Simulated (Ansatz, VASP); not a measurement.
## One calculation of P, two programs

INCAR

```
SYSTEM = P
PREC = Accurate
ENCUT = 500
EDIFF = 1E-6
ISMEAR = -1
SIGMA = 0.15
LREAL = .False.
LASPH = .True.
NELM = 120
ALGO = Normal
ISIF = 2
LWAVE = .False.
LCHARG = .True.
GGA = LIBXC
LIBXC1 = GGA_X_PBE
LIBXC2 = LDA_C_PW
LELF = .True.
LVHAR = .True.
NBANDS = 18
GGA_COMPAT = .False.
```

The input KPOINTS:

```
regular mesh
0
Gamma
  8 8 6
  0 0 0
```

Contents of POSCAR:

```
P
1.0
    1.6477431241     -5.4650377251      0.0000000000
    1.6477431241      5.4650377251      0.0000000000
    0.0000000000      0.0000000000      4.5436355900
P
4
Direct
    0.9041431300      0.0958568700      0.5888151700
    0.0958568700      0.9041431300      0.4111848300
    0.5958568700      0.4041431300      0.0888151700
    0.4041431300      0.5958568700      0.9111848300
```

input.yaml

```yaml
crystal:
  lattice:
    - [1.6477431241, -5.4650377251, 0.0]
    - [1.6477431241, 5.4650377251, 0.0]
    - [0.0, 0.0, 4.54363559]
  atoms:
    - { symbol: P, position: [0.90414313, 0.09585687, 0.58881517] }
    - { symbol: P, position: [0.09585687, 0.90414313, 0.41118483] }
    - { symbol: P, position: [0.59585687, 0.40414313, 0.08881517] }
    - { symbol: P, position: [0.40414313, 0.59585687, 0.91118483] }
kpoints:
  mp_grid: { grid: [8, 8, 6] }
scf:
  occupations: { method: fermi_dirac, width: 0.15 }
hamiltonian:
  xc: { exchange: pbe, correlation: lda }
  pseudopotentials: { kind: all_electron, lapw: { basis_error: 0.0005 } }
output:
  forces: true
  stress: true
  eigenvalues: true
```

Alike in both runs: task single point; functional pbe exchange, lda correlation; k mesh 8 × 8 × 6; occupations fermi-dirac, width 0.15 eV; no spin polarisation.

|  | VASP | Ansatz |
| --- | --- | --- |
| version | VASP 6.6.1 | Ansatz 0.2.0 |
| potentials or method | VASP PAW PBE potentials, release 64 (P), cutoff 500 eV | all-electron LAPW, scalar-relativistic |

```tsv
	VASP	Ansatz	Ansatz less VASP
pressure (GPa)	7.5	7.9	+0.39
traceless stress, the component that is largest in VASP (GPa)	-0.76	-0.84	-0.077
rms of the force components (eV/Å)	0.213	0.245	+0.0324
```

VASP's potentials were made for PBE, not for pbe exchange, lda correlation. Atom by atom the forces differ by 0.033 eV/Å (rms over components). Ansatz ran all-electron here, and VASP with PAW potentials.
